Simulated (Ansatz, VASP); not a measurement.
## Two plane-wave programs on GaCo

```xyz
2
Lattice="2.9383 0.0000 0.0000 0.0000 2.9383 0.0000 0.0000 0.0000 2.9383" Properties=species:S:1:pos:R:3 pbc="T T T"
Ga    1.4691    1.4691    1.4691
Co    0.0000    0.0000    0.0000
```

Alike in both runs: task single point; functional PBE; k mesh 14 × 14 × 14; occupations gaussian, width 0.1 eV; collinear spin.

|  | VASP | Ansatz |
| --- | --- | --- |
| version | VASP 6.6.1 | Ansatz 0.2.0 |
| potentials or method | VASP PAW PBE potentials, release 64 (Ga_d, Co), cutoff 520 eV | scalar-relativistic, plane waves, PAW |
| valence electrons in the cell | 22 | 30 |

|  | VASP | Ansatz | Ansatz less VASP |
| --- | --- | --- | --- |
| gap on the k mesh at the Fermi level (eV) | none | none | - |
| pressure (GPa) | -8.7 | -8.8 | -0.17 |
| net moment per atom (μB) | 0.08 | 0.09 | +0.004 |
| size of the moment on the site where the two differ most (μB) | 0.19 | 0.20 | +0.013 |

Site moments also hang on the region over which each program counts them. A gap of «none» marks a metal or a gap that the smearing closes. With one functional, cell and mesh, what is left measures potentials, basis and numerics. VASP's potentials hold 22 valence electrons a cell and Ansatz's 30, so a difference there can come from the potentials and not from the codes.
